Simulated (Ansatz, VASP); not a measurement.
## One calculation of Si, two programs

```
CELL_PARAMETERS angstrom
3.83191 0.00000 0.00000
-1.91595 3.31853 0.00000
0.00000 0.00000 25.31295
ATOMIC_POSITIONS crystal
Si 0.66667 0.33333 0.29629
Si 0.33333 0.66667 0.32790
Si 0.33333 0.66667 0.42156
Si 0.66667 0.33333 0.45317
Si 0.66667 0.33333 0.54683
Si 0.33333 0.66667 0.57844
Si 0.33333 0.66667 0.67210
Si 0.66667 0.33333 0.70371
```

Alike in both runs: task single point; functional r2SCAN; k mesh 9 × 9 × 1; occupations fermi-dirac, width 0.025 eV; no spin polarisation.

|  | VASP | Ansatz |
| --- | --- | --- |
| version | VASP 6.6.1 | Ansatz 0.2.0 |
| potentials or method | VASP PAW PBE potentials, release 64 (Si), cutoff 520 eV | scalar-relativistic, plane waves, PAW |
| valence electrons in the cell | 32 | 32 |

VASP gave:

| Item | Value |
| --- | --- |
| gap on the k mesh at the Fermi level (eV) | none |
| rms of the force components (eV/Å) | 0.325 |
| work function, face that differs most (eV) | 4.94 |

**Question.** Which values does Ansatz return?

**Answer.** gap on the k mesh at the Fermi level (eV): none; rms of the force components (eV/Å): 0.320; work function, face that differs most (eV): 4.93.

VASP's potentials were made for PBE, not for r2SCAN. Atom by atom the forces differ by 0.007 eV/Å (rms over components). A gap of «none» marks a metal or a gap that the smearing closes.
